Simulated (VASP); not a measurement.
Runs of VASP 6.6.1 on Rh. The structure is that of space group Pm-3m (No. 221), or close to it. The cells are those of the table. 

```tsv
task	cell	k mesh	cutoff (eV)	gap on the mesh (eV)	pressure (GPa)
single point	a = 2.501 Å, 1 atom	13 × 13 × 13	520	none	0.0
single point	a = 2.467 Å, 1 atom	14 × 14 × 14	520	none	9.3
single point	a = 2.566 Å, 1 atom	14 × 14 × 14	520	none	(b)
single point	a = 2.396 Å, 1 atom	14 × 14 × 14	520	none	36.9
single point	a = 2.597 Å, 1 atom	14 × 14 × 14	520	none	(a)
relaxation of cell and atoms	relaxed from a = 2.458 Å, 1 atom	13 × 13 × 13	600	none	0.1
single point	a = 2.534 Å, 1 atom	14 × 14 × 14	520	none	-7.7
```

Alike in all rows: level PBEsol; potentials or basis VASP PAW PBE potentials, release 64 (Rh_pv); no spin polarisation; smearing fermi-dirac 0.1 eV.

Task: Estimate the missing entries.

Result: (a) -18.0; (b) -13.4.

Caveats: the PAW data sets were made with another functional, which shifts forces and pressure a little.

A k mesh can miss the band edges, and the runs leave out spin-orbit coupling on Rh.

A gap of «none» marks levels without a gap at the run's occupations.
